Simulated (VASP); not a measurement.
Wanted: the native input for a VASP 6.6.1 run.

* Task: single point
* Functional: PBEsol
* Potentials or basis: VASP PAW PBE potentials, release 64 (Fe)
* Cutoff: 520 eV
* k mesh: 24 × 24 × 12
* Occupations: gaussian, width 0.15 eV
* Spin: no spin polarisation
* Dipole correction: no
* Further INCAR settings: ALGO = Normal; EDIFF = 1e-06; NBANDS = 15

The structure of Fe lies in POSCAR:

```
Fe
1.0
    2.4341575853      0.0000000000      0.0000000000
   -1.2170787927      2.1080423057      0.0000000000
    0.0000000000      0.0000000000      3.9956118488
Fe
2
Direct
    0.3333333333      0.6666666667      0.2500000000
    0.6666666667      0.3333333333      0.7500000000
```

This isn't the form of Fe at room conditions, which is bcc.

This cell differs from its parent crystal: strain +0.0400 x Voigt [0, 0, 1, 0, 0, 0].

The input as run:

INCAR

```
PREC     = Accurate       # precision mode
ENCUT    = 520            # plane-wave cutoff, eV
EDIFF    = 1E-6           # SCF threshold, eV
ISMEAR   = 0              # smearing method
SIGMA    = 0.15           # smearing width, eV
LREAL    = False          # projectors in reciprocal space
LASPH    = True           # aspherical terms in the spheres
NELM     = 60             # most SCF steps
ALGO     = Normal         # electronic algorithm
ISIF     = 2              # what is computed and relaxed
LWAVE    = False          # write WAVECAR
LCHARG   = False          # write CHGCAR
GGA      = PS             # functional
NBANDS   = 15             # bands
```

KPOINTS

```
Automatic mesh
0
Gamma
  24 24 12
```

Potentials or basis: VASP PAW PBE potentials, release 64 (Fe).

Launch:

```sh
$ cat potpaw_PBE.64/Fe/POTCAR > POTCAR
$ mpirun -np 1 vasp_std > vasp.out
```

It gave:

```json
{
  "Pressure": "-12.9 GPa",
  "Band gap on the k mesh": "zero (bands 8 and 9 overlap by 1.82 eV)"
}
```

Caveat: the cell differs from its parent crystal (strain +0.0400 x Voigt [0, 0, 1, 0, 0, 0]); the cell stands under tension; the PAW data sets were made with another functional, which shifts forces and pressure a little; the run has no spin polarisation, though such a crystal can be magnetic.

Wall time 62 s on 1 thread of Intel(R) Xeon(R) Platinum 8488C (Sapphire Rapids), on a shared host, peak memory 0.22 GiB.
